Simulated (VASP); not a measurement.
Here is a VASP 6.6.1 calculation.

The input INCAR:

```
  PREC = Accurate
  ENCUT = 520
  EDIFF = 1E-6
  ISMEAR = 0
  SIGMA = 0.1
  LREAL = False
  LASPH = True
  NELM = 60
  ALGO = Normal
  ISIF = 2
  LWAVE = False
  LCHARG = False
  GGA = PS
  NBANDS = 32
```

Contents of KPOINTS:

```
Automatic mesh
0
Gamma
  1 1 1
```

Contents of POSCAR:

```
AlNi2
1.0
    3.9740030242      0.0000000000      0.0000000000
   -1.9870015121      3.4415875737      0.0000000000
    0.0000000000      0.0000000000      4.9042588200
Al Ni
2 4
Direct
    0.3333333333      0.6666666667      0.1898740600
    0.6666666667      0.3333333333      0.8101259400
    0.3333333333      0.6666666667      0.6851100400
    0.6666666667      0.3333333333      0.3148899600
    0.0000000000      0.0000000000      0.5000000000
    0.0000000000      0.0000000000      0.0000000000
```

Potentials or basis: VASP PAW PBE potentials, release 64 (Al, Ni).

The run is started by

```sh
$ cat potpaw_PBE.64/Al/POTCAR potpaw_PBE.64/Ni/POTCAR > POTCAR
$ mpirun -np 1 vasp_gam > vasp.out
```

Q: Predict the pressure.

A: 3.3 GPa.

Q: Predict the largest force.

A: 1.339 eV/Å.

Q: What does it give for the band gap on the k mesh?

A: 0.73 eV.

Stress tensor (GPa, compression positive):
```
-17.47   0.00   0.00
  0.00 -17.47   0.00
  0.00   0.00  44.80
```

Caveat: the k points lie up to 1.83 Å⁻¹ apart; the PAW data sets were made with another functional, which shifts forces and pressure a little. A k mesh can miss the band edges.
